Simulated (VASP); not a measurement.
# Cu (P6_3/mmc) in VASP: a series of runs

Runs on Cu. Level: PBE. Tasks: relaxation of shape and atoms at fixed volume, single point.

Program: VASP 6.6.1. These are calculated values, not measurements. Logs are shortened: lines on timing, memory, paths and dates and some standing lists are left out, and cuts for length are marked.

## (1) The cell of the first run

It takes space group P6_3/mmc (No. 194, hexagonal). The conventional cell has a = 2.581 Å, b = 2.581 Å, c = 4.235 Å, α = 90.00°, β = 90.00°, γ = 120.00°. Cu (site symmetry -6m2) has 12 Cu at 2.58 to 2.59 Å within 3.4 Å.

## (2) Relaxation of shape and atoms at fixed volume, PBE (volume scaled by 1.02)

INCAR reads:

```
SYSTEM = Cu
PREC = Accurate
ENCUT = 600
EDIFF = 1E-6
ISMEAR = -1
SIGMA = 0.15
LREAL = .False.
LASPH = .True.
NELM = 60
ALGO = Fast
ISIF = 4
LWAVE = .False.
LCHARG = .False.
GGA = PE
IBRION = 2
NSW = 80
EDIFFG = -0.001
```

KPOINTS reads:

```
regular mesh
0
Gamma
  18 18 10
  0 0 0
```

POSCAR reads:

```
Cu
1.0
    2.5812385076      0.0000000000      0.0000000000
   -1.2906192538      2.2354181208      0.0000000000
    0.0000000000      0.0000000000      4.2348312681
Cu
2
Direct
    0.3333333333      0.6666666667      0.2500000000
    0.6666666667      0.3333333333      0.7500000000
```

Potentials or basis: VASP PAW PBE potentials, release 64 (Cu).

The run is started by

```bash
cat potpaw_PBE.64/Cu/POTCAR > POTCAR
mpirun -np 1 vasp_std > vasp.out
```

OUTCAR:

```text
SYSTEM = Cu
   PREC = Accurate
   ENCUT = 600
   EDIFF = 1E-6
   ISMEAR = -1
   LREAL = .False.
   LASPH = .True.
   NELM = 60
   ISIF = 4
   GGA = PE
   IBRION = 2
   NSW = 80
   EDIFFG = -0.001

 ion  position               nearest neighbor table
   1  0.333  0.667  0.250-   2 2.59   2 2.59   2 2.59   2 2.59   2 2.59   2 2.59
   2  0.667  0.333  0.750-   1 2.59   1 2.59   1 2.59   1 2.59   1 2.59   1 2.59

  LATTYP: Found a hexagonal cell.
 ALAT       =     2.5812385076
 C/A-ratio  =     1.6406199023

  Lattice vectors:

 A1 = (   2.5812385076,   0.0000000000,   0.0000000000)
 A2 = (  -1.2906192538,   2.2354181208,   0.0000000000)
 A3 = (   0.0000000000,   0.0000000000,   4.2348312681)

Analysis of symmetry for initial positions (statically):
=====================================================================
 Subroutine PRICEL returns:
 Original cell was already a primitive cell.

 Routine SETGRP: Setting up the symmetry group for a
 hexagonal supercell.

 Subroutine GETGRP returns: Found 24 space group operations
 (whereof 12 operations were pure point group operations)
 out of a pool of 24 trial point group operations.

The static configuration has the point symmetry D_3d.
 The point group associated with its full space group is D_6h.

Analysis of symmetry for dynamics (positions and initial velocities):
=====================================================================
 Subroutine PRICEL returns:
 Original cell was already a primitive cell.

 Routine SETGRP: Setting up the symmetry group for a
 hexagonal supercell.

 Subroutine GETGRP returns: Found 24 space group operations
 (whereof 12 operations were pure point group operations)
 out of a pool of 24 trial point group operations.

The dynamic configuration has the point symmetry D_3d.
 The point group associated with its full space group is D_6h.

 Subroutine INISYM returns: Found 24 space group operations
 (whereof 12 operations are pure point group operations),
 and found     1 'primitive' translations

----------------------------------------------------------------------------------------

                                     Primitive cell

  volume of cell :      24.4356

  direct lattice vectors                    reciprocal lattice vectors
     2.581238508  0.000000000  0.000000000     0.387410926  0.223671802  0.000000000
    -1.290619254  2.235418121  0.000000000     0.000000000  0.447343605  0.000000000
     0.000000000  0.000000000  4.234831268     0.000000000  0.000000000  0.236136917

  length of vectors
     2.581238508  2.581238508  4.234831268     0.447343605  0.447343605  0.236136917

  position of ions in fractional coordinates (direct lattice)
     0.333333333  0.666666667  0.250000000
     0.666666667  0.333333333  0.750000000

  ion indices of the primitive-cell ions
   primitive index   ion index
                 1           1
                 2           2

----------------------------------------------------------------------------------------

 KPOINTS: regular mesh

Automatic generation of k-mesh.
 Grid dimensions read from file:
 generate k-points for:   18   18   10

 Generating k-lattice:

  Cartesian coordinates                     Fractional coordinates (reciprocal lattice)
     0.021522829  0.012426211  0.000000000     0.055555556  0.000000000  0.000000000
     0.000000000  0.024852422  0.000000000     0.000000000  0.055555556  0.000000000
     0.000000000  0.000000000  0.023613692     0.000000000  0.000000000  0.100000000

  Length of vectors
     0.024852422  0.024852422  0.023613692

  Shift w.r.t. Gamma in fractional coordinates (k-lattice)
     0.000000000  0.000000000  0.000000000

 Subroutine IBZKPT returns following result:
 ===========================================

 Found    222 irreducible k-points:

 Following reciprocal coordinates:
            Coordinates               Weight
  0.000000  0.000000  0.000000      1.000000
  0.055556  0.000000  0.000000      6.000000
  0.111111  0.000000  0.000000      6.000000
  0.166667  0.000000  0.000000      6.000000
  0.222222  0.000000  0.000000      6.000000
  0.277778  0.000000  0.000000      6.000000
[... 16 lines left out ...]
  0.333333  0.111111  0.000000     12.000000
  0.388889  0.111111  0.000000     12.000000
 [... further k-points ...]
   k-points           NKPTS =    222   k-points in BZ     NKDIM =    222   number of bands    NBANDS=     15
   number of dos      NEDOS =    301   number of ions     NIONS =      2
   total plane-waves  NPLWV =  20736
   dimension x,y,z NGX =    24 NGY =   24 NGZ =   36
   dimension x,y,z NGXF=    48 NGYF=   48 NGZF=   72
   ions per type =               2
   NGX,Y,Z   is equivalent  to a cutoff of  15.46, 15.46, 14.13 a.u.
   NGXF,Y,Z  is equivalent  to a cutoff of  30.91, 30.91, 28.26 a.u.
 SYSTEM =  Cu
   PREC   = accura    normal or accurate (medium, high low for compatibility)
   ISTART =      0    job   : 0-new  1-cont  2-samecut
   ICHARG =      2    charge: 1-file 2-atom 10-const
   ISPIN  =      1    spin polarized calculation?
   LNONCOLLINEAR =      F non collinear calculations
   LSORBIT =      F    spin-orbit coupling
   LASPH  =      T    aspherical Exc in radial PAW
   ENCUT  =  600.0 eV  44.10 Ry    6.64 a.u.   5.16  5.16  8.46*2*pi/ulx,y,z
   NELM   =     60;   NELMIN=  2; NELMDL= -5     # of ELM steps
   EDIFF  = 0.1E-05   stopping-criterion for ELM
   LREAL  =      F    real-space projection
   EDIFFG = -.1E-02   stopping-criterion for IOM
   NSW    =     80    number of steps for IOM
   IBRION =      2    ionic relax: 0-MD 1-quasi-New 2-CG
   NFREE  =      1    steps in history (QN), initial steepest desc. (CG)
   ISIF   =      4    stress and relaxation
   ISYM   =      2    0-nonsym 1-usesym 2-fastsym
   POTIM  = 0.5000    time-step for ionic-motion
   TEBEG  =    0.0;   TEEND  =   0.0 temperature during run
   PSTRESS=    0.0 pullay stress
   NELECT =      22.0000    total number of electrons
   NUPDOWN=      -1.0000    fix difference up-down
   EMIN   =  10.00;   EMAX   =-10.00  energy-range for DOS
   EFERMI =   0.00;   METHOD = LEGACY
   ISMEAR =    -1;   SIGMA  =   0.15  broadening in eV -4-tet -1-fermi 0-gaus
   EFERMI_NEDOS =   21; number of points for ismear=-14 and -15
   IALGO  =     68    algorithm
   IMIX   =      4    mixing-type and parameters
     AMIX     =   0.40;   BMIX     =  1.00
     AMIX_MAG =   1.60;   BMIX_MAG =  1.00
  volume/ion in A,a.u.               =      12.22        82.45
  Fermi-wavevector in a.u.,A,eV,Ry     =   1.580792  2.987264 33.999643  2.498903
  Thomas-Fermi vector in A             =   2.680966
   LORBIT       =      0    0 simple, 1 ext, 2 COOP (PROOUT), +10 PAW based schemes
   GGA     = PE    functional components
   LHFCALC =     F    Hartree Fock is set to
   AEXX    =    0.0000 exact exchange contribution
   IVDW    =     0    specifies the selected vdW correction
   LEPSILON=     F    determine dielectric tensor
   LRPA    =     F    only Hartree local field effects (RPA)
 conjugate gradient relaxation of ions
 non-spin polarized calculation
 RMM-DIIS sequential band-by-band and
  energy-cutoff  :      600.00
  volume of cell :       24.44
 maximum number of plane-waves:       831
 NGX is ok and might be reduce to    24
   NGX = 11   NGY = 11   NGZ = 17

 number of electron      22.0000007 magnetization

 Free energy of the ion-electron system (eV)
  ---------------------------------------------------
  ext. energy  EPLUGINS =         0.00000000
  ---------------------------------------------------
  free energy    TOTEN  =        -7.46092214 eV

  energy without entropy =       -7.41100565  energy(sigma->0) =       -7.43596390

 E-fermi :   7.1598     XC(G=0): -12.5306

 val. band max:        7.1565452133   @ k =   0.5000   0.0000   0.1000
 cond. band min:       7.1660538015   @ k =   0.3333   0.0556   0.4000
 fundamental gap:      0.0095085882
 Fermi energy:         7.1598085730

 k-point     1 :       0.0000    0.0000    0.0000
  band No.  band energies     occupation
      1      -1.9241      2.00000
      2       2.2681      2.00000
      3       4.2245      2.00000
      4       4.2972      2.00000
      5       4.2972      2.00000
      6       4.4895      2.00000
      7       4.4895      2.00000
      8       4.7738      2.00000
      9       4.7738      2.00000
     10       5.4689      1.99997
     11       5.4689      1.99997
     12       6.2295      1.99596
     13      10.6946      0.00000
     14      28.5481      0.00000
     15      28.6509      0.00000

 k-point     2 :       0.0556    0.0000    0.0000
  band No.  band energies     occupation
      1      -1.8261      2.00000
      2       2.3252      2.00000
      3       4.1702      2.00000
      4       4.3318      2.00000
      5       4.3431      2.00000
      6       4.4719      2.00000
      7       4.5203      2.00000
      8       4.7366      2.00000
      9       4.7531      2.00000
     10       5.1453      2.00000
     11       5.4770      1.99997
     12       6.6676      1.92757
     13      10.7215      0.00000
     14      26.4852      0.00000
     15      27.4554      0.00000

 k-point     3 :       0.1111    0.0000    0.0000
  band No.  band energies     occupation
      1      -1.5349      2.00000
      2       2.4856      2.00000
      3       4.0701      2.00000
      4       4.3891      2.00000
      5       4.4331      2.00000
      6       4.4609      2.00000
      7       4.5165      2.00000
      8       4.6100      2.00000
      9       4.6962      2.00000
     10       4.8296      2.00000
     11       5.4976      1.99997
     12       7.4364      0.27312
     13      10.8074      0.00000
     14      23.7023      0.00000
     15      25.9712      0.00000
[... 343 lines left out ...]
 k-point    23 :       0.3333    0.1111    0.0000
  band No.  band energies     occupation
      1       2.1145      2.00000
      2       3.0376      2.00000
      3       3.1545      2.00000
      4       3.8293      2.00000
      5       4.1892      2.00000
      6       4.4046      2.00000
      7       4.4461      2.00000
      8       5.2607      1.99999
      9       5.4921      1.99997
     10       5.5472      1.99996
     11       6.1715      1.99725
     12      11.4974      0.00000
     13      13.1894      0.00000
     14      13.9427      0.00000
     15      17.9662      0.00000

 k-point    24 :       0.3889    0.1111    0.0000
  band No.  band energies     occupation
      1       2.5490      2.00000
      2       2.9532      2.00000
      3       3.0804      2.00000
      4       3.9859      2.00000
      5       4.1830      2.00000
      6       4.3261      2.00000
      7       4.5214      2.00000
      8       5.4452      1.99998
      9       5.5489      1.99996
     10       5.5646      1.99995
     11       6.9081      1.68538
     12       9.9258      0.00000
     13      14.4203      0.00000
     14      14.7515      0.00000
     15      17.5711      0.00000

 [... further k-points ...]
[... 5 lines left out ...]
  --------------------------------------------------------------------------------------
  -------------------------------------------------------------------------------------
  Total       -0.1987262     -0.1987262     -0.2016702     -0.0000000      0.0000000      0.0000000
  in kB      -13.0299469    -13.0299469    -13.2229787     -0.0000000      0.0000000      0.0000000
  external PRESSURE =     -13.0942908 kB  Pullay stress =       0.0000000 kB

 VOLUME and BASIS-vectors are now :
 -----------------------------------------------------------------------------
  energy-cutoff  :      600.00
  volume of cell :       24.44
      direct lattice vectors                 reciprocal lattice vectors
     2.581238508  0.000000000  0.000000000     0.387410926  0.223671802  0.000000000
    -1.290619254  2.235418121  0.000000000     0.000000000  0.447343605  0.000000000
     0.000000000  0.000000000  4.234831268     0.000000000  0.000000000  0.236136917

 POSITION                                       TOTAL-FORCE (eV/Angst)
 -----------------------------------------------------------------------------------
     -0.00000      1.49028      1.05871        -0.000000     -0.000000      0.000000
      1.29062      0.74514      3.17612         0.000000      0.000000     -0.000000
 -----------------------------------------------------------------------------------
    total drift:                               -0.000000      0.000000     -0.000000

  FREE ENERGIE OF THE ION-ELECTRON SYSTEM (eV)
  ---------------------------------------------------
  free  energy   TOTEN  =        -7.4609221429 eV

  energy  without entropy=       -7.4110056549  energy(sigma->0) =       -7.43596390

 reached required accuracy - stopping structural energy minimisation
```

Wall time 33 s (1 thread of Intel Xeon 6975P-C (Granite Rapids), shared host); peak memory 0.21 GiB.

Results:

```yaml
Free_energy: -7.4609 eV
Pressure_after_relaxing: -1.3 GPa
Band_gap_on_the_k_mesh: zero (band 11 reaches 11.16 eV, above the bottom of band 12 at 5.26 eV)
```

Final structure:
```cif
data_structure
_symmetry_space_group_name_H-M 'P 1'
_symmetry_Int_Tables_number 1
_cell_length_a 2.5812
_cell_length_b 2.5812
_cell_length_c 4.2348
_cell_angle_alpha 90.000
_cell_angle_beta 90.000
_cell_angle_gamma 120.000
_cell_volume 24.44
loop_
_atom_site_label
_atom_site_type_symbol
_atom_site_fract_x
_atom_site_fract_y
_atom_site_fract_z
_atom_site_occupancy
Cu1 Cu 0.33333 0.66667 0.25000 1
Cu2 Cu 0.66667 0.33333 0.75000 1
```

Levels at points of the mesh, in eV from the Fermi level:
```tsv
k point	band 7	band 8	band 9	band 10	band 11	band 12	band 13	band 14	band 15
(0.00, 0.00, 0.00)	-2.67	-2.39	-2.39	-1.69	-1.69	-0.93	3.53	21.39	21.49
(0.50, 0.00, 0.00)	-2.64	-1.60	-1.57	-1.51	0.03	1.51	7.60	7.89	10.55
(0.00, 0.00, 0.50)	-2.90	-2.90	-1.90	-1.90	-1.90	-1.90	12.06	12.06	22.10
(0.50, 0.00, 0.50)	-1.84	-1.84	-1.54	-1.54	0.55	0.55	4.67	4.67	15.81
```

Caveat: the relaxation stopped at its first step, so nothing moved.

## (3) Single point, PBE (equal strain along all axes, cell held: -2.0 %)

INCAR reads:

```
  PREC = Accurate
  ENCUT = 700
  EDIFF = 1E-6
  ISMEAR = 0
  SIGMA = 0.1
  LREAL = False
  LASPH = True
  NELM = 120
  ALGO = Normal
  ISIF = 2
  LWAVE = False
  LCHARG = False
  GGA = PE
  NBANDS = 26
  GGA_COMPAT = False
```

KPOINTS reads:

```
regular mesh
0
Gamma
  24 24 12
```

POSCAR reads:

```
Cu
1.0
    2.5166501654      0.0000000000      0.0000000000
   -1.2583250827      2.1794829756      0.0000000000
    0.0000000000      0.0000000000      4.1096575946
Cu
2
Direct
    0.3333333333      0.6666666667      0.2500000000
    0.6666666667      0.3333333333      0.7500000000
```

Potentials or basis: VASP PAW PBE potentials, release 64 (Cu_sv_GW).

The run is started by

```bash
cat potpaw_PBE.64/Cu_sv_GW/POTCAR > POTCAR
mpirun -np 1 vasp_std > vasp.out
```

Wall time 2.8 min (1 thread of Intel Xeon 6975P-C (Granite Rapids), shared host); peak memory 0.46 GiB.

Results (log left out):

* Free energy: -7.5332 eV
* Pressure: 4.4 GPa
* Band gap on the k mesh: zero (band 19 reaches 12.32 eV, above the bottom of band 20 at 6.20 eV)

Stress tensor (GPa, compression positive):
```
4.16 0.00 0.00
0.00 4.16 0.00
0.00 0.00 4.91
```

Levels at points of the mesh, in eV from the Fermi level:
```tsv
k point	band 15	band 16	band 17	band 18	band 19	band 20	band 21	band 22	band 23	band 24
(0.00, 0.00, 0.00)	-2.84	-2.53	-2.53	-1.72	-1.72	-1.18	4.01	21.74	22.43	22.43
(0.50, 0.00, 0.00)	-2.81	-1.62	-1.57	-1.51	0.02	1.66	7.96	8.37	10.98	11.42
(0.00, 0.00, 0.50)	-3.11	-3.11	-1.96	-1.96	-1.96	-1.96	12.84	12.84	22.45	22.45
(0.50, 0.00, 0.50)	-1.93	-1.93	-1.56	-1.56	0.42	0.42	5.10	5.10	16.57	16.57
```

Caveat: the cell differs from its parent crystal (equal strain along all axes, cell held: -2.0 %).
